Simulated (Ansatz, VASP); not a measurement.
Zr2O: VASP beside Ansatz

INCAR

```
ALGO     = Normal         # electronic algorithm
EDIFF    = 1E-6           # SCF threshold, eV
ENCUT    = 520            # plane-wave cutoff, eV
GGA      = PS             # functional
ISIF     = 2              # what is computed and relaxed
ISMEAR   = 0              # smearing method
LASPH    = True           # aspherical terms in the spheres
LCHARG   = True           # write CHGCAR
LELF     = True           # ELF
LREAL    = False          # projectors in reciprocal space
LVHAR    = True         
LWAVE    = False          # write WAVECAR
NBANDS   = 39             # bands
NELM     = 80             # most SCF steps
PREC     = Accurate       # precision mode
SIGMA    = 0.1            # smearing width, eV
```

KPOINTS

```
k-points
0
Gamma
  6 6 2
```

File POSCAR:

```
Zr2O
1.0
    3.1480335583      0.0000000000      0.0000000000
   -1.5740167792      2.7262770335      0.0000000000
    0.0000000000      0.0000000000     10.9723787554
Zr O
4 2
Direct
    0.6666666667      0.3333333333      0.8986176343
    0.3333333333      0.6666666667      0.3986176343
    0.6666666667      0.3333333333      0.6013823657
    0.3333333333      0.6666666667      0.1013823657
    0.0000000000      0.0000000000      0.7500000000
    0.0000000000      0.0000000000      0.2500000000
```

Input for Ansatz:

```yaml
crystal:
  lattice:
    - [3.1480335583, 0.0, 0.0]
    - [-1.5740167792, 2.7262770335, 0.0]
    - [0.0, 0.0, 10.9723787554]
  atoms:
    - { symbol: Zr, position: [0.6666666667, 0.3333333333, 0.8986176343] }
    - { symbol: Zr, position: [0.3333333333, 0.6666666667, 0.3986176343] }
    - { symbol: Zr, position: [0.6666666667, 0.3333333333, 0.6013823657] }
    - { symbol: Zr, position: [0.3333333333, 0.6666666667, 0.1013823657] }
    - { symbol: O, position: [0.0, 0.0, 0.75] }
    - { symbol: O, position: [0.0, 0.0, 0.25] }
basis:
  ecutwfc: 420
kpoints:
  mp_grid: { grid: [6, 6, 2] }
hamiltonian:
  xc: pbesol
scf:
  occupations: { method: gaussian, width: 0.1 }
output:
  forces: true
  stress: true
  eigenvalues: true
```

Alike in both runs: task single point; functional PBEsol; k mesh 6 × 6 × 2; occupations gaussian, width 0.1 eV; no spin polarisation.

```csv
,VASP,Ansatz
version,VASP 6.6.1,Ansatz 0.2.0
potentials or method,"VASP PAW PBE potentials, release 64 (Zr_sv, O), cutoff 520 eV","scalar-relativistic, plane waves, PAW"
valence electrons in the cell,60,60
```

VASP gave:

```
gap on the k mesh at the Fermi level (eV)                     : none
pressure (GPa)                                                : 4.0
traceless stress, the component that is largest in VASP (GPa) : -1.01
rms of the force components (eV/Å)                            : 1.524
```

Task: What did Ansatz give for the same quantities?

Result: gap on the k mesh at the Fermi level (eV): none; pressure (GPa): 3.9; traceless stress, the component that is largest in VASP (GPa): -1.06; rms of the force components (eV/Å): 1.525.

VASP's potentials were made for PBE, not for PBEsol. Atom by atom the forces differ by 0.001 eV/Å (rms over components). A gap of «none» marks a metal or a gap that the smearing closes.

The k mesh is coarse, so the values compare programs but aren't converged.
